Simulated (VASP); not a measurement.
Set up this calculation in VASP 6.6.1, as the native input.

```yaml
Task: single point
Functional: PBEsol
Potentials_or_basis: VASP PAW PBE potentials, release 64 (Cd, F)
Cutoff: 520 eV
k_mesh: 8 × 8 × 8
Occupations: gaussian, width 0.05 eV
Spin: no spin polarisation
Dipole_correction: no
Further_INCAR_settings: ALGO = Normal; EDIFF = 1e-06; NBANDS = 20
```

The structure of CdF2 lies in POSCAR:

```
CdF2
1.0
    0.0000000000      2.5797740322      2.5797740322
    2.5797740322      0.0000000000      2.5797740322
    2.5797740322      2.5797740322      0.0000000000
Cd F
1 2
Direct
    0.0000000000      0.0000000000      0.0000000000
    0.2500000000      0.2500000000      0.2500000000
    0.7500000000      0.7500000000      0.7500000000
```

One way to write it, as run:

INCAR

```
SYSTEM = CdF2
  PREC = Accurate
  ENCUT = 520
  EDIFF = 1E-6
  ISMEAR = 0
  SIGMA = 0.05
  LREAL = .False.
  LASPH = .True.
  NELM = 60
  ALGO = Normal
  ISIF = 2
  LWAVE = .False.
  LCHARG = .False.
  GGA = PS
  NBANDS = 20
```

KPOINTS

```
regular mesh
0
Gamma
  8 8 8
  0 0 0
```

Potentials or basis: VASP PAW PBE potentials, release 64 (Cd, F).

Launch:

```console
$ cat potpaw_PBE.64/Cd/POTCAR potpaw_PBE.64/F/POTCAR > POTCAR
$ mpirun -np 1 vasp_std > vasp.out
```

Results of the run:

```json
{
  "Pressure": "20.5 GPa",
  "Band gap on the k mesh": "3.35 eV (least direct gap 3.64 eV)"
}
```

Caveat: the cell stands under pressure; the PAW data sets were made with another functional, which shifts forces and pressure a little.

Wall time 34 s on 1 thread of Intel Xeon 8259CL, with other jobs on the host, peak memory 0.16 GiB.
